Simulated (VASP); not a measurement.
C, 2 atoms in the cell. The structure is cubic, space group Fd-3m (No. 227). Conventional cell: a = 3.560 Å, b = 3.560 Å, c = 3.560 Å, α = 90.00°, β = 90.00°, γ = 90.00°. C (site symmetry -43m) has 4 C at 1.54 Å within 2.1 Å. 

* Program: VASP 6.6.1
* Task: single point
* Functional: PBE-based screened hybrid with 40 % exact exchange
* Potentials or basis: VASP PAW PBE potentials, release 64 (C_h)
* Cutoff: 1000 eV
* k mesh: 6 × 6 × 6
* Occupations: gaussian, width 0.01 eV
* Spin: no spin polarisation
* Dipole correction: no
* Grid for exact exchange (PRECFOCK): Normal
* Share of exact exchange: 0.4
* Further INCAR settings: ALGO = Normal; EDIFF = 1e-06; NBANDS = 11
* Screening parameter: 0.3 1/Å

Potentials or basis: VASP PAW PBE potentials, release 64 (C_h).

Command:

```sh
$ cat potpaw_PBE.64/C_h/POTCAR > POTCAR
$ cp INCAR.step1 INCAR
$ mpirun -np 1 vasp_std > vasp.out
$ cp INCAR.step2 INCAR
$ mpirun -np 1 vasp_std > vasp.out
```

Hardware: 1 thread of Intel(R) Xeon(R) 6975P-C (Granite Rapids), with other jobs on the host.

How long does it take, and how much memory?

Run time: 3.1 min on 1 thread of Intel(R) Xeon(R) 6975P-C (Granite Rapids), on a shared host, peak memory 0.25 GiB. Counts: k points 16.
